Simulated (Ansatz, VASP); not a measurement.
This is a calculation of Pt for Ansatz 0.2.0.

File input.yaml:

```yaml
crystal:
  lattice:
    - [0.0, 1.9738864712, 1.9738864712]
    - [1.9738864712, 0.0, 1.9738864712]
    - [1.9738864712, 1.9738864712, 0.0]
  atoms:
    - { symbol: Pt, position: [0.0, 0.0, 0.0] }
kpoints:
  mp_grid: { grid: [12, 12, 12] }
scf:
  occupations: { method: fermi_dirac, width: 0.05 }
hamiltonian:
  xc: lda
  pseudopotentials: { kind: all_electron, lapw: { basis_error: 0.001 } }
output:
  forces: true
  stress: true
  eigenvalues: true
```

Potentials or basis: all-electron LAPW, scalar-relativistic.

Run with:

```console
$ ansatz run input.yaml --threads 1 --pin off --max-ram 3072MiB --backend cpu --events-out ev --progress --plain --runs-dir out
```

Task: Translate it to VASP 6.6.1. Potentials there: VASP PAW LDA potentials, release 64 (Pt).

Result: As run (the cutoff follows the program's own potentials):

INCAR

```
PREC     = Accurate       # precision mode
ENCUT    = 520            # plane-wave cutoff, eV
EDIFF    = 1E-6           # SCF threshold, eV
ISMEAR   = -1             # smearing method
SIGMA    = 0.05           # smearing width, eV
LREAL    = F              # projectors in reciprocal space
LASPH    = T              # aspherical terms in the spheres
NELM     = 60             # most SCF steps
ALGO     = Normal         # electronic algorithm
ISIF     = 2              # what is computed and relaxed
LWAVE    = F              # write WAVECAR
LCHARG   = F              # write CHGCAR
GGA      = CA             # functional
NBANDS   = 11             # bands
```

KPOINTS

```
Automatic mesh
0
Gamma
  12 12 12
```

File POSCAR:

```
Pt
1.0
    0.0000000000      1.9738864712      1.9738864712
    1.9738864712      0.0000000000      1.9738864712
    1.9738864712      1.9738864712      0.0000000000
Pt
1
Direct
    0.0000000000      0.0000000000      0.0000000000
```

Potentials or basis: VASP PAW LDA potentials, release 64 (Pt).

The run is started by

```console
$ cat potpaw_LDA.64/Pt/POTCAR > POTCAR
$ mpirun -np 1 vasp_std > vasp.out
```

Both were run:

|  | VASP | Ansatz | Ansatz less VASP |
| --- | --- | --- | --- |
| gap on the k mesh at the Fermi level (eV) | none | none | - |
| pressure (GPa) | -10.5 | -11.2 | -0.63 |

LDA's correlation is that of Perdew and Zunger in VASP and of Perdew and Wang (1992) in Ansatz. A gap of «none» marks a metal or a gap that the smearing closes. Ansatz ran all-electron here, and VASP with PAW potentials.

Neither program's run includes spin-orbit coupling.
